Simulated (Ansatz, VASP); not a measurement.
# Two plane-wave programs on MgCd3O4

```
CELL_PARAMETERS angstrom
3.30768 0.00000 0.00000
0.00000 3.30768 0.00000
0.00000 0.00000 9.33048
ATOMIC_POSITIONS crystal
Mg 0.00000 0.00000 0.00000
Cd 0.50000 0.50000 0.24330
Cd 0.00000 0.00000 0.50000
Cd 0.50000 0.50000 0.75670
O 0.00000 0.00000 0.23225
O 0.50000 0.50000 0.50000
O 0.00000 0.00000 0.76775
O 0.50000 0.50000 0.00000
```

Alike in both runs: functional PBE; k mesh 12 × 12 × 4; occupations gaussian, width 0.1 eV; no spin polarisation.

Ansatz relaxed the structure, and its values are those at the end. VASP's run is a single point on that final structure, the one shown.

|  | VASP | Ansatz |
| --- | --- | --- |
| version | VASP 6.6.1 | Ansatz 0.2.0 |
| potentials or method | VASP PAW PBE potentials, release 64 (Mg, Cd, O), cutoff 520 eV | scalar-relativistic, plane waves, PAW |
| valence electrons in the cell | 62 | 94 |

|  | VASP | Ansatz | Ansatz less VASP |
| --- | --- | --- | --- |
| gap on the k mesh at the Fermi level (eV) | none | none | - |
| pressure (GPa) | 1.0 | 0.0 | -0.99 |
| rms of the force components (eV/Å) | 0.014 | 0.001 | -0.0133 |

A gap of «none» marks a metal or a gap that the smearing closes. VASP's potentials hold 62 valence electrons a cell and Ansatz's 94, so a difference there can come from the potentials and not from the codes.
